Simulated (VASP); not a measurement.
# HfN (rock salt type) (Fm-3m) in VASP: notebook, part 2 of 2

VASP 6.6.1. The steps go on from the part before.

## 4. Single point, HSE06

This run uses another cell than the first one, of 11.39 Å³/atom, 1.032 times its volume.

POSCAR

```
HfN
1.0
    0.0000000000      2.2497981997      2.2497981997
    2.2497981997      0.0000000000      2.2497981997
    2.2497981997      2.2497981997      0.0000000000
Hf N
1 1
Direct
    0.0000000000      0.0000000000      0.0000000000
    0.5000000000      0.5000000000      0.5000000000
```

INCAR.step1

```
SYSTEM = HfN
PREC = Accurate
ENCUT = 520
EDIFF = 1E-5
ISMEAR = -1
SIGMA = 0.1
LREAL = .FALSE.
LASPH = .TRUE.
NELM = 100
ALGO = Normal
ISIF = 2
LWAVE = .TRUE.
LCHARG = .FALSE.
NBANDS = 14
GGA = PE
```

INCAR.step2

```
SYSTEM = HfN
PREC = Accurate
ENCUT = 520
EDIFF = 1E-7
ISMEAR = -1
SIGMA = 0.1
LREAL = .FALSE.
LASPH = .TRUE.
NELM = 100
ALGO = Normal
ISIF = 2
LWAVE = .FALSE.
LCHARG = .FALSE.
GGA = PE
LHFCALC = .TRUE.
HFSCREEN = 0.2079
PRECFOCK = Normal
NBANDS = 14
ISTART = 1
```

KPOINTS

```
Automatic mesh
0
G
  4 4 4
  0 0 0
```

Potentials or basis: VASP PAW PBE potentials, release 64 (Hf_pv, N).

Started as:

```sh
$ cat potpaw_PBE.64/Hf_pv/POTCAR potpaw_PBE.64/N/POTCAR > POTCAR
$ cp INCAR.step1 INCAR
$ mpirun -np 1 vasp_std > vasp.out
$ cp INCAR.step2 INCAR
$ mpirun -np 1 vasp_std > vasp.out
```

OUTCAR:

```text
SYSTEM = HfN
   PREC = Accurate
   ENCUT = 520
   EDIFF = 1E-7
   ISMEAR = -1
   LREAL = .FALSE.
   LASPH = .TRUE.
   NELM = 100
   ISIF = 2
   GGA = PE
   LHFCALC = .TRUE.
   HFSCREEN = 0.2079
   PRECFOCK = Normal
   ISTART = 1

 ion  position               nearest neighbor table
   1  0.000  0.000  0.000-   2 2.25   2 2.25   2 2.25   2 2.25   2 2.25   2 2.25
   2  0.500  0.500  0.500-   1 2.25   1 2.25   1 2.25   1 2.25   1 2.25   1 2.25

  LATTYP: Found a face centered cubic cell.
 ALAT       =     4.4995963994

  Lattice vectors:

 A1 = (   0.0000000000,   2.2497981997,   2.2497981997)
 A2 = (   2.2497981997,   0.0000000000,   2.2497981997)
 A3 = (   2.2497981997,   2.2497981997,   0.0000000000)

Analysis of symmetry for initial positions (statically):
=====================================================================
 Subroutine PRICEL returns:
 Original cell was already a primitive cell.

 Routine SETGRP: Setting up the symmetry group for a
 face centered cubic supercell.

 Subroutine GETGRP returns: Found 48 space group operations
 (whereof 48 operations were pure point group operations)
 out of a pool of 48 trial point group operations.

The static configuration has the point symmetry O_h .

Analysis of symmetry for dynamics (positions and initial velocities):
=====================================================================
 Subroutine PRICEL returns:
 Original cell was already a primitive cell.

 Routine SETGRP: Setting up the symmetry group for a
 face centered cubic supercell.

 Subroutine GETGRP returns: Found 48 space group operations
 (whereof 48 operations were pure point group operations)
 out of a pool of 48 trial point group operations.

The dynamic configuration has the point symmetry O_h .

 Subroutine INISYM returns: Found 48 space group operations
 (whereof 48 operations are pure point group operations),
 and found     1 'primitive' translations

[... 113 lines left out ...]
   IVDW    =     0    specifies the selected vdW correction
   LEPSILON=     F    determine dielectric tensor
   LRPA    =     F    only Hartree local field effects (RPA)
 non-spin polarized calculation
  energy-cutoff  :      520.00
  volume of cell :       22.78
 maximum number of plane-waves:       620
  NGX = 18; NGY = 18; NGZ = 18

 number of electron      15.0000001 magnetization

 Free energy of the ion-electron system (eV)
  ---------------------------------------------------
  ext. energy  EPLUGINS =         0.00000000
  ---------------------------------------------------
  free energy    TOTEN  =       -25.30166388 eV

  energy without entropy =      -25.28577565  energy(sigma->0) =      -25.29371976

 E-fermi :   8.1084     XC(G=0): -10.4672

 val. band max:        7.8074776698   @ k =   0.5000   0.2500   0.0000
 cond. band min:       8.4188062036   @ k =   0.0000   0.0000   0.0000
 fundamental gap:      0.6113285338
 Fermi energy:         8.1083506696

 k-point     1 :       0.0000    0.0000    0.0000
  band No.  band energies     occupation
      1     -25.0547      2.00000
      2     -25.0547      2.00000
      3     -25.0547      2.00000
      4     -11.3883      2.00000
      5       4.7194      2.00000
      6       4.7194      2.00000
      7       4.7194      2.00000
      8       8.4188      0.08584
      9       8.4188      0.08584
     10       8.4188      0.08584
     11      10.9390      0.00000
     12      10.9390      0.00000
     13      11.0033      0.00000
     14      18.6672      0.00000
[... 105 lines left out ...]
      1     -25.7066      2.00000
      2     -25.7066      2.00000
      3     -25.4564      2.00000
      4      -9.5166      2.00000
      5       1.2116      2.00000
      6       1.9684      2.00000
      7       1.9684      2.00000
      8       9.8753      0.00000
      9       9.8753      0.00000
     10      14.8888      0.00000
     11      14.9171      0.00000
     12      15.4988      0.00000
     13      20.3383      0.00000
     14      21.9568      0.00000

------------------------ aborting loop because EDIFF is reached ----------------------------------------

  FORCE on cell =-STRESS in cart. coord.  units (eV):
  Direction    XX          YY          ZZ          XY          YZ          ZX
  --------------------------------------------------------------------------------------
  -------------------------------------------------------------------------------------
  Total       -0.0418662     -0.0418662     -0.0418662     -0.0000000      0.0000000      0.0000000
  in kB       -2.9451879     -2.9451879     -2.9451879     -0.0000000      0.0000000      0.0000000
  external PRESSURE =      -2.9451879 kB  Pullay stress =       0.0000000 kB

 VOLUME and BASIS-vectors are now :
 -----------------------------------------------------------------------------
  energy-cutoff  :      520.00
  volume of cell :       22.78
      direct lattice vectors                 reciprocal lattice vectors
     0.000000000  2.249798200  2.249798200    -0.222242155  0.222242155  0.222242155
     2.249798200  0.000000000  2.249798200     0.222242155 -0.222242155  0.222242155
     2.249798200  2.249798200  0.000000000     0.222242155  0.222242155 -0.222242155

 POSITION                                       TOTAL-FORCE (eV/Angst)
 -----------------------------------------------------------------------------------
      0.00000      0.00000      0.00000        -0.000000      0.000000     -0.000000
      2.24980      2.24980      2.24980         0.000000     -0.000000      0.000000
 -----------------------------------------------------------------------------------
    total drift:                               -0.000001     -0.000001     -0.000001

  FREE ENERGIE OF THE ION-ELECTRON SYSTEM (eV)
  ---------------------------------------------------
  free  energy   TOTEN  =       -25.3016638800 eV

  energy  without entropy=      -25.2857756475  energy(sigma->0) =      -25.29371976
```

OSZICAR.step1:

```text
N       E                     dE             d eps       ncg     rms          rms(c)
DAV:   1     0.390156646433E+02    0.39016E+02   -0.73821E+03   224   0.999E+02
DAV:   2    -0.226253885498E+02   -0.61641E+02   -0.58495E+02   310   0.241E+02
DAV:   3    -0.247601542193E+02   -0.21348E+01   -0.21318E+01   254   0.364E+01
DAV:   4    -0.247672295830E+02   -0.70754E-02   -0.70750E-02   254   0.246E+00
DAV:   5    -0.247672719942E+02   -0.42411E-04   -0.42411E-04   272   0.169E-01    0.507E+01
DAV:   6    -0.218596535402E+02    0.29076E+01   -0.85213E+00   242   0.221E+01    0.421E+01
DAV:   7    -0.217846588705E+02    0.74995E-01   -0.46534E-01   260   0.596E+00    0.266E+01
DAV:   8    -0.217638739369E+02    0.20785E-01   -0.98927E-02   266   0.274E+00    0.623E+00
DAV:   9    -0.217583026782E+02    0.55713E-02   -0.15093E-02   272   0.993E-01    0.208E+00
DAV:  10    -0.217582391085E+02    0.63570E-04   -0.11124E-03   298   0.294E-01    0.288E-01
DAV:  11    -0.217582194028E+02    0.19706E-04   -0.55165E-05   242   0.722E-02    0.101E-01
DAV:  12    -0.217582172456E+02    0.21572E-05   -0.51806E-06   178   0.202E-02
   1 F= -.21758217E+02 E0= -.21744286E+02  d E =-.278635E-01
```

Wall time 4.3 min (1 thread of AMD EPYC 9R45 (Zen 5), shared host); peak memory 0.22 GiB.

What came out:

| Item | Value |
| --- | --- |
| Free energy | -25.3017 eV |
| Pressure | -0.3 GPa |

Caveat: the k points lie up to 0.60 Å⁻¹ apart; the PAW data sets were made with another functional, which shifts forces and pressure a little; spin-orbit coupling is left out, which moves the levels of the heavy elements.

## 5. Single point, HSE06

This run uses another cell than the first one, of 11.74 Å³/atom, 1.063 times its volume.

POSCAR

```
HfN
1.0
    0.0000000000      2.2725249722      2.2725249722
    2.2725249722      0.0000000000      2.2725249722
    2.2725249722      2.2725249722      0.0000000000
Hf N
1 1
Direct
    0.0000000000      0.0000000000      0.0000000000
    0.5000000000      0.5000000000      0.5000000000
```

INCAR.step1

```
PREC = Accurate
ENCUT = 520
EDIFF = 1E-5
ISMEAR = -1
SIGMA = 0.1
LREAL = False
LASPH = True
NELM = 60
ALGO = Normal
ISIF = 2
LWAVE = True
NBANDS = 14
GGA = PE
```

INCAR.step2

```
PREC = Accurate
ENCUT = 520
EDIFF = 1E-6
ISMEAR = -1
SIGMA = 0.1
LREAL = False
LASPH = True
NELM = 60
ALGO = Normal
ISIF = 2
LWAVE = False
LCHARG = True
GGA = PE
LHFCALC = True
HFSCREEN = 0.2079
PRECFOCK = Normal
LELF = True
LVHAR = True
NBANDS = 14
ISTART = 1
```

KPOINTS

```
regular mesh
0
Gamma
  4 4 4
```

Started as:

```sh
$ cat potpaw_PBE.64/Hf_pv/POTCAR potpaw_PBE.64/N/POTCAR > POTCAR
$ cp INCAR.step1 INCAR
$ mpirun -np 1 vasp_std > vasp.out
$ cp INCAR.step2 INCAR
$ mpirun -np 1 vasp_std > vasp.out
```

Run time: 3 min. Hardware: 1 thread of AMD EPYC 9R45 (Zen 5), shared host; peak memory 0.21 GiB.

Results (log left out):

```
Free energy : -25.2823 eV
Pressure    : -8.7 GPa
```

Levels at points of the mesh, in eV from the Fermi level:
```
           k point  band 3  band 4  band 5  band 6  band 7  band 8  band 9  band 10  band 11  band 12
(0.00, 0.00, 0.00)  -33.31  -19.33   -3.37   -3.37   -3.37    0.30    0.30     0.30     2.56     2.73
(0.50, 0.00, 0.00)  -33.39  -16.48   -9.72   -6.77   -6.77    4.17    4.60     4.60     5.06    10.04
(0.50, 0.50, 0.00)  -33.63  -18.17   -6.14   -4.18   -4.18   -3.83    4.95     6.49     6.49     6.53
```

Caveat: the k points lie up to 0.60 Å⁻¹ apart; the PAW data sets were made with another functional, which shifts forces and pressure a little; spin-orbit coupling is left out, which moves the levels of the heavy elements.

## 6. Single point, HSE06

This run uses another cell than the first one, of 12.08 Å³/atom, 1.095 times its volume.

POSCAR

```
HfN
1.0
    0.0000000000      2.2948060497      2.2948060497
    2.2948060497      0.0000000000      2.2948060497
    2.2948060497      2.2948060497      0.0000000000
Hf N
1 1
Direct
    0.0000000000      0.0000000000      0.0000000000
    0.5000000000      0.5000000000      0.5000000000
```

INCAR.step1

```
PREC = Accurate
ENCUT = 520
EDIFF = 1E-5
ISMEAR = -1
SIGMA = 0.1
LREAL = F
LASPH = T
NELM = 80
ALGO = Normal
ISIF = 2
LWAVE = T
LCHARG = F
GGA = PE
NBANDS = 14
```

INCAR.step2

```
PREC = Accurate
ENCUT = 520
EDIFF = 1E-6
ISMEAR = -1
SIGMA = 0.1
LREAL = F
LASPH = T
NELM = 80
ALGO = Normal
ISIF = 2
LWAVE = F
LCHARG = F
GGA = PE
LHFCALC = T
HFSCREEN = 0.2079
PRECFOCK = Normal
ISTART = 1
NBANDS = 14
```

KPOINTS is that of step 5.

Potentials or basis: VASP PAW PBE potentials, release 64 (Hf_pv, N).

Started as:

```sh
$ cat potpaw_PBE.64/Hf_pv/POTCAR potpaw_PBE.64/N/POTCAR > POTCAR
$ cp INCAR.step1 INCAR
$ mpirun -np 1 vasp_std > vasp.out
$ cp INCAR.step2 INCAR
$ mpirun -np 1 vasp_std > vasp.out
```

OUTCAR:

```text
PREC = Accurate
   ENCUT = 520
   EDIFF = 1E-6
   ISMEAR = -1
   LREAL = F
   LASPH = T
   NELM = 80
   ISIF = 2
   GGA = PE
   LHFCALC = T
   HFSCREEN = 0.2079
   PRECFOCK = Normal
   ISTART = 1

 ion  position               nearest neighbor table
   1  0.000  0.000  0.000-   2 2.29   2 2.29   2 2.29   2 2.29   2 2.29   2 2.29
   2  0.500  0.500  0.500-   1 2.29   1 2.29   1 2.29   1 2.29   1 2.29   1 2.29

  LATTYP: Found a face centered cubic cell.
 ALAT       =     4.5896120994

  Lattice vectors:

 A1 = (   0.0000000000,   2.2948060497,   2.2948060497)
 A2 = (   2.2948060497,   0.0000000000,   2.2948060497)
 A3 = (   2.2948060497,   2.2948060497,   0.0000000000)

Analysis of symmetry for initial positions (statically):
=====================================================================
 Subroutine PRICEL returns:
 Original cell was already a primitive cell.

 Routine SETGRP: Setting up the symmetry group for a
 face centered cubic supercell.
[... 165 lines left out ...]
  band No.  band energies     occupation
      1     -25.8196      2.00000
      2     -25.8196      2.00000
      3     -25.8196      2.00000
      4     -11.5308      2.00000
      5       4.2854      2.00000
      6       4.2854      2.00000
      7       4.2854      2.00000
      8       7.9270      0.10113
      9       7.9270      0.10112
     10       7.9270      0.10112
     11       9.8856      0.00000
     12      10.2705      0.00000
     13      10.2705      0.00000
     14      17.9834      0.00000
[... 105 lines left out ...]
      1     -26.3489      2.00000
      2     -26.3489      2.00000
      3     -26.1409      2.00000
      4      -9.7919      2.00000
      5       0.9627      2.00000
      6       1.5582      2.00000
      7       1.5582      2.00000
      8       9.2761      0.00000
      9       9.2761      0.00000
     10      13.7896      0.00000
     11      13.8882      0.00000
     12      14.4084      0.00000
     13      18.9317      0.00000
     14      20.9299      0.00000

------------------------ aborting loop because EDIFF is reached ----------------------------------------

  FORCE on cell =-STRESS in cart. coord.  units (eV):
  Direction    XX          YY          ZZ          XY          YZ          ZX
  --------------------------------------------------------------------------------------
  -------------------------------------------------------------------------------------
  Total       -2.3761143     -2.3761143     -2.3761143      0.0000000     -0.0000000      0.0000000
  in kB     -157.5106612   -157.5106612   -157.5106612      0.0000000     -0.0000000      0.0000000
  external PRESSURE =    -157.5106612 kB  Pullay stress =       0.0000000 kB

 VOLUME and BASIS-vectors are now :
 -----------------------------------------------------------------------------
  energy-cutoff  :      520.00
  volume of cell :       24.17
      direct lattice vectors                 reciprocal lattice vectors
     0.000000000  2.294806050  2.294806050    -0.217883337  0.217883337  0.217883337
     2.294806050  0.000000000  2.294806050     0.217883337 -0.217883337  0.217883337
     2.294806050  2.294806050  0.000000000     0.217883337  0.217883337 -0.217883337

 POSITION                                       TOTAL-FORCE (eV/Angst)
 -----------------------------------------------------------------------------------
      0.00000      0.00000      0.00000        -0.000000     -0.000000     -0.000000
      2.29481      2.29481      2.29481         0.000000      0.000000      0.000000
 -----------------------------------------------------------------------------------
    total drift:                                0.000001      0.000001      0.000001

  FREE ENERGIE OF THE ION-ELECTRON SYSTEM (eV)
  ---------------------------------------------------
  free  energy   TOTEN  =       -25.2293325059 eV

  energy  without entropy=      -25.2130097401  energy(sigma->0) =      -25.22117112
```

OSZICAR.step1:

```text
N       E                     dE             d eps       ncg     rms          rms(c)
DAV:   1     0.366950354335E+02    0.36695E+02   -0.78782E+03   224   0.102E+03
DAV:   2    -0.229832813521E+02   -0.59678E+02   -0.56451E+02   302   0.235E+02
DAV:   3    -0.247648105323E+02   -0.17815E+01   -0.17803E+01   242   0.329E+01
DAV:   4    -0.247721722676E+02   -0.73617E-02   -0.73613E-02   266   0.243E+00
DAV:   5    -0.247722268595E+02   -0.54592E-04   -0.54591E-04   242   0.184E-01    0.450E+01
DAV:   6    -0.218798959829E+02    0.28923E+01   -0.88936E+00   248   0.218E+01    0.386E+01
DAV:   7    -0.217790958436E+02    0.10080E+00   -0.50017E-01   266   0.602E+00    0.254E+01
DAV:   8    -0.217547095646E+02    0.24386E-01   -0.14517E-01   242   0.323E+00    0.658E+00
DAV:   9    -0.217467313765E+02    0.79782E-02   -0.20933E-02   254   0.117E+00    0.208E+00
DAV:  10    -0.217466796363E+02    0.51740E-04   -0.10405E-03   296   0.306E-01    0.434E-01
DAV:  11    -0.217466497455E+02    0.29891E-04   -0.62636E-05   284   0.759E-02    0.115E-01
DAV:  12    -0.217466477875E+02    0.19579E-05   -0.66752E-06   142   0.227E-02
   1 F= -.21746648E+02 E0= -.21732574E+02  d E =-.281470E-01
```

It took 4 min on 1 thread of AMD EPYC 9R45 (Zen 5), shared host; peak memory 0.22 GiB.

Results:

- Free energy: -25.2293 eV
- Pressure: -15.8 GPa

Caveat: the k points lie up to 0.59 Å⁻¹ apart; the PAW data sets were made with another functional, which shifts forces and pressure a little; spin-orbit coupling is left out, which moves the levels of the heavy elements.

## 7. The runs side by side

```csv
cell,gap on the mesh (eV),pressure (GPa)
"a = 3.149 Å, angles 60.0°, 2 atoms",none,9.5
"a = 3.182 Å, angles 60.0°, 2 atoms",none,-0.3
"a = 3.214 Å, angles 60.0°, 2 atoms",none,-8.7
"a = 3.245 Å, angles 60.0°, 2 atoms",none,-15.8
```

Alike in all rows: task single point; level HSE06; potentials or basis VASP PAW PBE potentials, release 64 (Hf_pv, N); no spin polarisation; k mesh 4 × 4 × 4; cutoff (eV) 520; smearing fermi-dirac 0.1 eV.

Caveats: all runs use coarse meshes; the PAW data sets were made with another functional, which shifts forces and pressure a little; spin-orbit coupling is left out, which moves the levels of the heavy elements.

Absolute energies hang on the potentials; compare differences alone.
